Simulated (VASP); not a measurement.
**C: single point with PBEsol**

The system is C, a slab with vacuum.

```xyz
10
Lattice="2.4592 0.0000 0.0000 -1.2296 2.1292 0.0000 0.0000 0.0000 29.6464" Properties=species:S:1:pos:R:3 pbc="T T T"
C     0.0000    0.3548    7.5000
C     0.0000    1.7744    7.5000
C     1.2296    0.3548   11.1616
C     1.2296    1.7744   11.1616
C     0.0000    0.3548   14.8232
C     0.0000    1.7744   14.8232
C     1.2296    0.3548   18.4848
C     1.2296    1.7744   18.4848
C     0.0000    0.3548   22.1464
C     0.0000    1.7744   22.1464
```

| Item | Value |
| --- | --- |
| Program | VASP 6.6.1 |
| Task | single point |
| Functional | PBEsol |
| Potentials or basis | VASP PAW PBE potentials, release 64 (C) |
| Cutoff | 520 eV |
| k mesh | 15 × 15 × 1 |
| Occupations | gaussian, width 0.1 eV |
| Spin | no spin polarisation |
| Dipole correction | yes |
| Further INCAR settings | ALGO = Normal; EDIFF = 1e-06; NBANDS = 31 |

The band gap on the k mesh is zero (filled and empty bands touch).

Levels at points of the mesh, in eV from the Fermi level:
```csv
k point,band 17,band 18,band 19,band 20,band 21,band 22,band 23,band 24
"(0.00, 0.00, 0.00)",-2.98,-2.98,-2.98,-2.98,3.42,3.60,4.06,4.87
```

Wall time 4.9 min on 1 thread of Intel(R) Xeon(R) Platinum 8488C (Sapphire Rapids), with other jobs on the host, peak memory 0.38 GiB.
